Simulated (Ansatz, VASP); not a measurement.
# One calculation of PbSe, two programs

```
Pb Se
1.0
     0.00000    3.11959    3.11959
     3.11959    0.00000    3.11959
     3.11959    3.11959    0.00000
Pb Se
1 1
Direct
  0.00000 0.00000 0.00000
  0.50000 0.50000 0.50000
```

Change from the starting cell: hydrostatic strain +1.0%.

Alike in both runs: task single point; functional r2SCAN; k mesh 8 × 8 × 8; no spin polarisation.

|  | VASP | Ansatz |
| --- | --- | --- |
| version | VASP 6.6.1 | Ansatz 0.2.0 |
| potentials or method | VASP PAW PBE potentials, release 64 (Pb_d, Se) | plane waves, PAW |
| plane-wave cutoff (eV) | 520 | 500 |
| occupations | gaussian, width 0.01 eV | fixed |
| valence electrons in the cell | 20 | 30 |

```csv
,VASP,Ansatz,Ansatz less VASP
gap on the k mesh at the Fermi level (eV),0.76,0.76,-0.005
pressure (GPa),-1.4,-1.4,+0.01
```

VASP's potentials were made for PBE, not for r2SCAN. VASP's potentials hold 20 valence electrons a cell and Ansatz's 30, so a difference there can come from the potentials and not from the codes.

Spin-orbit coupling is off throughout.
